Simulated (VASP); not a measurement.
# BeMoC4 (P4/mmm) in VASP: a series of runs

BeMoC4 is run at these levels: PBE; tasks: single point, relaxation of cell and atoms.

All numbers are computed with VASP 6.6.1; they aren't measurements. Logs are shortened: lines on timing, memory, paths and dates and some standing lists are left out, and cuts for length are marked.

## 1. The cell of the first run

Symmetry: P4/mmm, No. 123, tetragonal system. The conventional cell has a = 3.608 Å, b = 3.608 Å, c = 4.105 Å, α = 90.00°, β = 90.00°, γ = 90.00°. Within 2.6 Å of Be (site symmetry 4/mmm) lie 8 C at 1.92 Å. Mo (site symmetry 4/mmm) has 8 C at 2.27 Å within 3.0 Å. Within 1.8 Å of C (site symmetry 2mm) lie 1 C at 1.34 Å.

## 2. Single point, PBE

Contents of INCAR:

```
ALGO     = Normal         # electronic algorithm
EDIFF    = 1E-6           # SCF threshold, eV
ENCUT    = 520            # plane-wave cutoff, eV
GGA      = PE             # functional
ISIF     = 2              # what is computed and relaxed
ISMEAR   = 0              # smearing method
LASPH    = T              # aspherical terms in the spheres
LCHARG   = F              # write CHGCAR
LREAL    = F              # projectors in reciprocal space
LWAVE    = F              # write WAVECAR
NBANDS   = 25             # bands
NELM     = 80             # most SCF steps
PREC     = Accurate       # precision mode
SIGMA    = 0.1            # smearing width, eV
```

Contents of KPOINTS:

```
k-points
0
Gamma
  10 10 10
```

Contents of POSCAR:

```
BeMoC4
1.0
    3.6082316330      0.0000000000      0.0000000000
    0.0000000000      3.6082316330      0.0000000000
    0.0000000000      0.0000000000      4.1052316534
Be Mo C
1 1 4
Direct
    0.5000000000      0.5000000000      0.5000000000
    0.0000000000      0.0000000000      0.0000000000
    0.5000000000      0.0000000000      0.6635337428
    0.0000000000      0.5000000000      0.3364662572
    0.5000000000      0.0000000000      0.3364662572
    0.0000000000      0.5000000000      0.6635337428
```

Potentials or basis: VASP PAW PBE potentials, release 64 (Be, Mo_sv, C).

On the command line:

```console
$ cat potpaw_PBE.64/Be/POTCAR potpaw_PBE.64/Mo_sv/POTCAR potpaw_PBE.64/C/POTCAR > POTCAR
$ mpirun -np 1 vasp_std > vasp.out
```

OUTCAR:

```text
EDIFF = 1E-6
   ENCUT = 520
   GGA = PE
   ISIF = 2
   ISMEAR = 0
   LASPH = T
   LREAL = F
   NELM = 80
   PREC = Accurate

 ion  position               nearest neighbor table
   1  0.500  0.500  0.500-   3 1.92   4 1.92   5 1.92   6 1.92   3 1.92   5 1.92   4 1.92   6 1.92

   2  0.000  0.000  0.000-   3 2.27   4 2.27   5 2.27   6 2.27   4 2.27   6 2.27   3 2.27   5 2.27

   3  0.500  0.000  0.664-   5 1.34   1 1.92   1 1.92   2 2.27   2 2.27
   4  0.000  0.500  0.336-   6 1.34   1 1.92   1 1.92   2 2.27   2 2.27
   5  0.500  0.000  0.336-   3 1.34   1 1.92   1 1.92   2 2.27   2 2.27
   6  0.000  0.500  0.664-   4 1.34   1 1.92   1 1.92   2 2.27   2 2.27

  LATTYP: Found a simple tetragonal cell.
 ALAT       =     3.6082316330
 C/A-ratio  =     1.1377406084

  Lattice vectors:

 A1 = (   3.6082316330,   0.0000000000,   0.0000000000)
 A2 = (   0.0000000000,   3.6082316330,   0.0000000000)
 A3 = (   0.0000000000,   0.0000000000,   4.1052316534)

Analysis of symmetry for initial positions (statically):
=====================================================================
 Subroutine PRICEL returns:
 Original cell was already a primitive cell.

 Routine SETGRP: Setting up the symmetry group for a
 simple tetragonal supercell.

 Subroutine GETGRP returns: Found 16 space group operations
 (whereof 16 operations were pure point group operations)
 out of a pool of 16 trial point group operations.

The static configuration has the point symmetry D_4h.

Analysis of symmetry for dynamics (positions and initial velocities):
=====================================================================
 Subroutine PRICEL returns:
 Original cell was already a primitive cell.

 Routine SETGRP: Setting up the symmetry group for a
 simple tetragonal supercell.

 Subroutine GETGRP returns: Found 16 space group operations
 (whereof 16 operations were pure point group operations)
 out of a pool of 16 trial point group operations.

The dynamic configuration has the point symmetry D_4h.

 Subroutine INISYM returns: Found 16 space group operations
 (whereof 16 operations are pure point group operations),
 and found     1 'primitive' translations

----------------------------------------------------------------------------------------

                                     Primitive cell

  volume of cell :      53.4474

  direct lattice vectors                    reciprocal lattice vectors
     3.608231633  0.000000000  0.000000000     0.277144070  0.000000000  0.000000000
     0.000000000  3.608231633  0.000000000     0.000000000  0.277144070  0.000000000
     0.000000000  0.000000000  4.105231653     0.000000000  0.000000000  0.243591613

  length of vectors
     3.608231633  3.608231633  4.105231653     0.277144070  0.277144070  0.243591613

  position of ions in fractional coordinates (direct lattice)
     0.500000000  0.500000000  0.500000000
     0.000000000  0.000000000  0.000000000
     0.500000000  0.000000000  0.663533743
     0.000000000  0.500000000  0.336466257
     0.500000000  0.000000000  0.336466257
     0.000000000  0.500000000  0.663533743

  ion indices of the primitive-cell ions
   primitive index   ion index
                 1           1
                 2           2
                 3           3
                 4           4
                 5           5
                 6           6

----------------------------------------------------------------------------------------

 KPOINTS: k-points

Automatic generation of k-mesh.
 Grid dimensions read from file:
 generate k-points for:   10   10   10

 Generating k-lattice:

  Cartesian coordinates                     Fractional coordinates (reciprocal lattice)
     0.027714407  0.000000000  0.000000000     0.100000000  0.000000000  0.000000000
     0.000000000  0.027714407  0.000000000     0.000000000  0.100000000  0.000000000
     0.000000000  0.000000000  0.024359161     0.000000000  0.000000000  0.100000000

  Length of vectors
     0.027714407  0.027714407  0.024359161

  Shift w.r.t. Gamma in fractional coordinates (k-lattice)
     0.000000000  0.000000000  0.000000000

 Subroutine IBZKPT returns following result:
 ===========================================

 Found    126 irreducible k-points:

 Following reciprocal coordinates:
            Coordinates               Weight
  0.000000  0.000000  0.000000      1.000000
  0.100000  0.000000  0.000000      4.000000
  0.200000  0.000000  0.000000      4.000000
  0.300000  0.000000  0.000000      4.000000
  0.400000  0.000000  0.000000      4.000000
  0.500000  0.000000  0.000000      2.000000
[... 16 lines left out ...]
  0.100000  0.000000  0.100000      8.000000
  0.200000  0.000000  0.100000      8.000000
 [... further k-points ...]
   k-points           NKPTS =    126   k-points in BZ     NKDIM =    126   number of bands    NBANDS=     25
   number of dos      NEDOS =    301   number of ions     NIONS =      6
   total plane-waves  NPLWV =  25088
   dimension x,y,z NGX =    28 NGY =   28 NGZ =   32
   dimension x,y,z NGXF=    56 NGYF=   56 NGZF=   64
   ions per type =               1   1   4
   NGX,Y,Z   is equivalent  to a cutoff of  12.90, 12.90, 12.96 a.u.
   NGXF,Y,Z  is equivalent  to a cutoff of  25.80, 25.80, 25.92 a.u.
 SYSTEM =  unknown system
   PREC   = accura    normal or accurate (medium, high low for compatibility)
   ISTART =      0    job   : 0-new  1-cont  2-samecut
   ICHARG =      2    charge: 1-file 2-atom 10-const
   ISPIN  =      1    spin polarized calculation?
   LNONCOLLINEAR =      F non collinear calculations
   LSORBIT =      F    spin-orbit coupling
   LASPH  =      T    aspherical Exc in radial PAW
   ENCUT  =  520.0 eV  38.22 Ry    6.18 a.u.   6.71  6.71  7.63*2*pi/ulx,y,z
   NELM   =     80;   NELMIN=  2; NELMDL= -5     # of ELM steps
   EDIFF  = 0.1E-05   stopping-criterion for ELM
   LREAL  =      F    real-space projection
   EDIFFG = 0.1E-04   stopping-criterion for IOM
   NSW    =      0    number of steps for IOM
   IBRION =     -1    ionic relax: 0-MD 1-quasi-New 2-CG
   NFREE  =      0    steps in history (QN), initial steepest desc. (CG)
   ISIF   =      2    stress and relaxation
   ISYM   =      2    0-nonsym 1-usesym 2-fastsym
   POTIM  = 0.5000    time-step for ionic-motion
   TEBEG  =    0.0;   TEEND  =   0.0 temperature during run
   PSTRESS=    0.0 pullay stress
   NELECT =      32.0000    total number of electrons
   NUPDOWN=      -1.0000    fix difference up-down
   EMIN   =  10.00;   EMAX   =-10.00  energy-range for DOS
   EFERMI =   0.00;   METHOD = LEGACY
   ISMEAR =     0;   SIGMA  =   0.10  broadening in eV -4-tet -1-fermi 0-gaus
   EFERMI_NEDOS =   21; number of points for ismear=-14 and -15
   IALGO  =     38    algorithm
   IMIX   =      4    mixing-type and parameters
     AMIX     =   0.40;   BMIX     =  1.00
     AMIX_MAG =   1.60;   BMIX_MAG =  1.00
  volume/ion in A,a.u.               =       8.91        60.11
  Fermi-wavevector in a.u.,A,eV,Ry     =   1.379800  2.607443 25.903408  1.903847
  Thomas-Fermi vector in A             =   2.504736
   LORBIT       =      0    0 simple, 1 ext, 2 COOP (PROOUT), +10 PAW based schemes
   GGA     = PE    functional components
   LHFCALC =     F    Hartree Fock is set to
   AEXX    =    0.0000 exact exchange contribution
   IVDW    =     0    specifies the selected vdW correction
   LEPSILON=     F    determine dielectric tensor
   LRPA    =     F    only Hartree local field effects (RPA)
 non-spin polarized calculation
 Gauss-broadening in eV      SIGMA  =   0.10
  energy-cutoff  :      520.00
  volume of cell :       53.45
 maximum number of plane-waves:      1472
 NGX is ok and might be reduce to    28
   NGX = 13   NGY = 13   NGZ = 15

 number of electron      31.9999995 magnetization

 Free energy of the ion-electron system (eV)
  ---------------------------------------------------
  ext. energy  EPLUGINS =         0.00000000
  ---------------------------------------------------
  free energy    TOTEN  =       -45.13134638 eV

  energy without entropy =      -45.12099061  energy(sigma->0) =      -45.12616850

 E-fermi :   7.9706     XC(G=0): -12.0420

 val. band max:        7.9696610416   @ k =   0.5000   0.5000   0.2000
 cond. band min:       7.9707581255   @ k =   0.2000   0.0000   0.4000
 fundamental gap:      0.0010970839
 Fermi energy:         7.9705644474

 k-point     1 :       0.0000    0.0000    0.0000
  band No.  band energies     occupation
      1     -53.5817      2.00000
      2     -27.6474      2.00000
      3     -27.6114      2.00000
      4     -27.6114      2.00000
      5      -9.0381      2.00000
      6      -5.0160      2.00000
[... 17 lines left out ...]
     24      17.0140      0.00000
     25      17.0140      0.00000

 k-point     2 :       0.1000    0.0000    0.0000
  band No.  band energies     occupation
      1     -53.5813      2.00000
      2     -27.6465      2.00000
      3     -27.6188      2.00000
      4     -27.6109      2.00000
      5      -8.9648      2.00000
      6      -5.1649      2.00000
[... 17 lines left out ...]
     24      16.8329      0.00000
     25      16.9859      0.00000

 k-point     3 :       0.2000    0.0000    0.0000
  band No.  band energies     occupation
      1     -53.5805      2.00000
      2     -27.6442      2.00000
      3     -27.6381      2.00000
      4     -27.6096      2.00000
      5      -8.7489      2.00000
      6      -5.5675      2.00000
[... 17 lines left out ...]
     24      16.9240      0.00000
     25      17.8273      0.00000

 k-point     4 :       0.3000    0.0000    0.0000
  band No.  band energies     occupation
      1     -53.5794      2.00000
      2     -27.6619      2.00000
      3     -27.6413      2.00000
      4     -27.6080      2.00000
      5      -8.4013      2.00000
      6      -6.1260      2.00000
[... 17 lines left out ...]
     24      16.8657      0.00000
     25      17.4260      0.00000
[... 477 lines left out ...]
 k-point    22 :       0.0000    0.0000    0.1000
  band No.  band energies     occupation
      1     -53.5816      2.00000
      2     -27.6492      2.00000
      3     -27.6112      2.00000
      4     -27.6112      2.00000
      5      -9.0007      2.00000
      6      -4.9981      2.00000
[... 17 lines left out ...]
     24      16.5996      0.00000
     25      16.5996      0.00000

 k-point    23 :       0.1000    0.0000    0.1000
  band No.  band energies     occupation
      1     -53.5813      2.00000
      2     -27.6483      2.00000
      3     -27.6186      2.00000
      4     -27.6107      2.00000
      5      -8.9287      2.00000
      6      -5.1500      2.00000
[... 17 lines left out ...]
     24      16.5203      0.00000
     25      16.5681      0.00000

 k-point    24 :       0.2000    0.0000    0.1000
  band No.  band energies     occupation
      1     -53.5804      2.00000
      2     -27.6459      2.00000
      3     -27.6379      2.00000
      4     -27.6094      2.00000
      5      -8.7164      2.00000
      6      -5.5584      2.00000
[... 17 lines left out ...]
     24      16.5018      0.00000
     25      17.6338      0.00000

 [... further k-points ...]
[... 5 lines left out ...]
  --------------------------------------------------------------------------------------
  -------------------------------------------------------------------------------------
  Total        0.0828093      0.0828093      0.2690527      0.0000000      0.0000000      0.0000000
  in kB        2.4823518      2.4823518      8.0653162      0.0000000      0.0000000      0.0000000
  external PRESSURE =       4.3433399 kB  Pullay stress =       0.0000000 kB

 VOLUME and BASIS-vectors are now :
 -----------------------------------------------------------------------------
  energy-cutoff  :      520.00
  volume of cell :       53.45
      direct lattice vectors                 reciprocal lattice vectors
     3.608231633  0.000000000  0.000000000     0.277144070  0.000000000  0.000000000
     0.000000000  3.608231633  0.000000000     0.000000000  0.277144070  0.000000000
     0.000000000  0.000000000  4.105231653     0.000000000  0.000000000  0.243591613

 POSITION                                       TOTAL-FORCE (eV/Angst)
 -----------------------------------------------------------------------------------
      1.80412      1.80412      2.05262         0.000000      0.000000      0.000000
      0.00000      0.00000      0.00000         0.000000      0.000000      0.000000
      1.80412      0.00000      2.72396        -0.000000      0.000000      0.082361
      0.00000      1.80412      1.38127         0.000000      0.000000     -0.082361
      1.80412      0.00000      1.38127         0.000000      0.000000     -0.082361
      0.00000      1.80412      2.72396         0.000000      0.000000      0.082361
 -----------------------------------------------------------------------------------
    total drift:                               -0.000000     -0.000000      0.000000

  FREE ENERGIE OF THE ION-ELECTRON SYSTEM (eV)
  ---------------------------------------------------
  free  energy   TOTEN  =       -45.1313463836 eV

  energy  without entropy=      -45.1209906070  energy(sigma->0) =      -45.12616850
```

It took 58 s on 1 thread of Intel Xeon 6975P-C (Granite Rapids), shared host; peak memory 0.28 GiB.

Results:

```yaml
Free_energy: -45.1313 eV
Pressure: 0.4 GPa
Largest_force: 0.082 eV/Å
Band_gap_on_the_k_mesh: zero (band 16 reaches 8.38 eV, above the bottom of band 17 at 7.25 eV)
```

Forces in eV/Å, atoms in the order of the input:
```
Be   0.000  0.000  0.000
Mo   0.000  0.000  0.000
C    0.000  0.000  0.082
C    0.000  0.000 -0.082
C    0.000  0.000 -0.082
C    0.000  0.000  0.082
```

(Continued in part 2 of 2.)
